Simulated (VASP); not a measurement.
La, 1 atom in the cell. Symmetry: Im-3m, No. 229, cubic system. Conventional cell: a = 4.224 Å, b = 4.224 Å, c = 4.224 Å, α = 90.00°, β = 90.00°, γ = 90.00°. Within 4.8 Å of La (site symmetry m-3m) lie 14 La at 3.66 to 4.22 Å. 

```yaml
Program: VASP 6.6.1
Task: single point
Functional: PBE
Potentials_or_basis: VASP PAW PBE potentials, release 64 (La)
Cutoff: 500 eV
k_mesh: 7 × 7 × 7
Occupations: gaussian, width 0.05 eV
Spin: no spin polarisation
Dipole_correction: no
Further_INCAR_settings: ALGO = Normal; EDIFF = 1e-06; NBANDS = 12
```

Potentials or basis: VASP PAW PBE potentials, release 64 (La).

Command:

```sh
$ cat potpaw_PBE.64/La/POTCAR > POTCAR
$ mpirun -np 1 vasp_std > vasp.out
```

Hardware: 1 thread of Intel Xeon 8259CL, on a shared host.

Problem. How long does it take, and how much memory?

Solution. Wall time 33 s on 1 thread of Intel Xeon 8259CL (shared host), peak memory 0.16 GiB. Counts: scf iterations 16, k points 20.
